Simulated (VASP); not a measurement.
Set up this calculation in VASP 6.6.1, as the native input.

| Property | Result |
| --- | --- |
| Task | single point |
| Functional | r2SCAN |
| Potentials or basis | VASP PAW PBE potentials, release 64 (Si) |
| Cutoff | 550 eV |
| k mesh | 8 × 8 × 8 |
| Occupations | gaussian, width 0.01 eV |
| Spin | no spin polarisation |
| Dipole correction | no |
| Further INCAR settings | ALGO = Normal; EDIFF = 1e-06; NBANDS = 11 |

Si:

```
Si
1.0
     0.00000    2.72185    2.72185
     2.72185    0.00000    2.72185
     2.72185    2.72185    0.00000
Si
2
Cartesian
  4.0828 4.0828 4.0828
  2.7219 2.7219 2.7219
```

The input as run:

POSCAR

```
Si
1.0
    0.0000000000      2.7218511900      2.7218511900
    2.7218511900      0.0000000000      2.7218511900
    2.7218511900      2.7218511900      0.0000000000
Si
2
Direct
    0.7500000000      0.7500000000      0.7500000000
    0.5000000000      0.5000000000      0.5000000000
```

INCAR.step1

```
PREC = Accurate
ENCUT = 550
ISMEAR = 0
SIGMA = 0.01
LREAL = False
LASPH = True
NELM = 120
NBANDS = 11
GGA = PE
ALGO = Normal
EDIFF = 1E-5
LWAVE = True
LCHARG = False
GGA_COMPAT = False
```

INCAR.step2

```
PREC = Accurate
ENCUT = 550
EDIFF = 1E-6
ISMEAR = 0
SIGMA = 0.01
LREAL = False
LASPH = True
NELM = 120
ALGO = Normal
ISIF = 2
LWAVE = False
LCHARG = False
METAGGA = R2SCAN
LMIXTAU = True
NBANDS = 11
ISTART = 1
GGA_COMPAT = False
```

KPOINTS

```
regular mesh
0
Gamma
  8 8 8
```

Potentials or basis: VASP PAW PBE potentials, release 64 (Si).

Run with:

```sh
$ cat potpaw_PBE.64/Si/POTCAR > POTCAR
$ cp INCAR.step1 INCAR
$ mpirun -np 1 vasp_std > vasp.out
$ cp INCAR.step2 INCAR
$ mpirun -np 1 vasp_std > vasp.out
```

Results of the run:

```yaml
Pressure: -0.2 GPa
Band_gap_on_the_k_mesh: 0.83 eV, indirect (least direct gap 2.75 eV)
```

Caveat: the PAW data sets were made with another functional, which shifts forces and pressure a little.

Run time: 93 s on 1 thread of Intel Xeon 8259CL, on a shared host, peak memory 0.16 GiB.
